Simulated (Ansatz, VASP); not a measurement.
# Two plane-wave programs on TePb

```
Te Pb
1.0
     4.00229    0.00000    0.00000
     0.00000    4.00229    0.00000
     0.00000    0.00000    4.00229
Te Pb
1 1
Direct
  0.50000 0.50000 0.50000
  0.00000 0.00000 0.00000
```

Alike in both runs: functional PBEsol; k mesh 9 × 9 × 9; occupations fermi-dirac, width 0.05 eV; no spin polarisation.

Ansatz relaxed the structure, and its values are those at the end. VASP's run is a single point on that final structure, the one shown.

```csv
,VASP,Ansatz
version,VASP 6.6.1,Ansatz 0.2.0
potentials or method,"VASP PAW PBE potentials, release 64 (Te, Pb_d)","PAW with Ansatz's default frozen-core files, scalar-relativistic"
plane-wave cutoff (eV),500,420
valence electrons in the cell,20,30
```

```csv
,VASP,Ansatz,Ansatz less VASP
pressure (GPa),-3.0,-2.9,+0.02
```

VASP's potentials were made for PBE, not for PBEsol. The functional is the same, so the differences come from potentials, cutoffs and numerics. VASP's potentials hold 20 valence electrons a cell and Ansatz's 30, so a difference there can come from the potentials and not from the codes. Ansatz's warnings: stress scf threshold loose.

Neither program's run includes spin-orbit coupling.
